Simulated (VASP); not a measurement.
A run of VASP 6.6.1 is set up as follows.

INCAR

```
SYSTEM = Y
  ALGO = Normal
  EDIFF = 1E-6
  ENCUT = 520
  GGA = PE
  ISIF = 2
  ISMEAR = -1
  LASPH = .True.
  LCHARG = .False.
  LREAL = .False.
  LWAVE = .False.
  NBANDS = 18
  NELM = 60
  PREC = Accurate
  SIGMA = 0.05
```

KPOINTS

```
k-points
0
Gamma
  14 14 7
  0 0 0
```

Contents of POSCAR:

```
Y
1.0
    3.2990998496      0.0000000000      0.0000000000
   -1.6495499248      2.8571042793      0.0000000000
    0.0000000000      0.0000000000      5.2347854933
Y
2
Direct
    0.3333333333      0.6666666667      0.2500000000
    0.6666666667      0.3333333333      0.7500000000
```

Potentials or basis: VASP PAW PBE potentials, release 64 (Y_sv).

Command:

```sh
$ cat potpaw_PBE.64/Y_sv/POTCAR > POTCAR
$ mpirun -np 1 vasp_std > vasp.out
```

(1) Estimate the band gap on the k mesh.

(2) Estimate the pressure.

Answers

(1) zero (bands 11 and 12 overlap by 2.44 eV).

(2) 17.1 GPa.

Caveat: the cell stands under pressure.
